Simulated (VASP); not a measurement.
Set up this calculation in VASP 6.6.1, as the native input.

| Property | Result |
| --- | --- |
| Task | single point |
| Functional | LDA |
| Potentials or basis | VASP PAW LDA potentials, release 64 (Mn_pv) |
| Cutoff | 520 eV |
| k mesh | 10 × 10 × 10 |
| Occupations | fermi-dirac, width 0.136057 eV |
| Spin | no spin polarisation |
| Dipole correction | no |
| Further INCAR settings | ALGO = Normal; EDIFF = 1e-06; NBANDS = 20 |

The structure of Mn lies in POSCAR:

```
Mn
1.0
    0.0000000000      2.4150672466      2.4150672466
    2.4150672466      0.0000000000      2.4150672466
    2.4150672466      2.4150672466      0.0000000000
Mn
2
Direct
    0.0000000000      0.0000000000      0.0000000000
    0.2500000000      0.2500000000      0.2500000000
```

One way to write it, as run:

INCAR

```
SYSTEM = Mn
PREC     = Accurate       ! precision mode
ENCUT    = 520            ! plane-wave cutoff, eV
EDIFF    = 1E-6           ! SCF threshold, eV
ISMEAR   = -1             ! smearing method
SIGMA    = 0.13605693000000002 ! smearing width, eV
LREAL    = .False.        ! projectors in reciprocal space
LASPH    = .True.         ! aspherical terms in the spheres
NELM     = 80             ! most SCF steps
ALGO     = Normal         ! electronic algorithm
ISIF     = 2              ! what is computed and relaxed
LWAVE    = .False.        ! write WAVECAR
LCHARG   = .False.        ! write CHGCAR
GGA      = CA             ! functional
NBANDS   = 20             ! bands
```

KPOINTS

```
Automatic mesh
0
Gamma
  10 10 10
  0 0 0
```

Potentials or basis: VASP PAW LDA potentials, release 64 (Mn_pv).

Command:

```bash
$ cat potpaw_LDA.64/Mn_pv/POTCAR > POTCAR
$ mpirun -np 1 vasp_std > vasp.out
```

It gave:

- Pressure: 1.2 GPa
- Band gap on the k mesh: zero (band 13 reaches 7.10 eV, above the bottom of band 14 at 6.39 eV)

Caveat: the run has no spin polarisation, though such a crystal can be magnetic.

Wall time 70 s on 1 thread of Intel Xeon 8259CL, with other jobs on the host, peak memory 0.15 GiB.
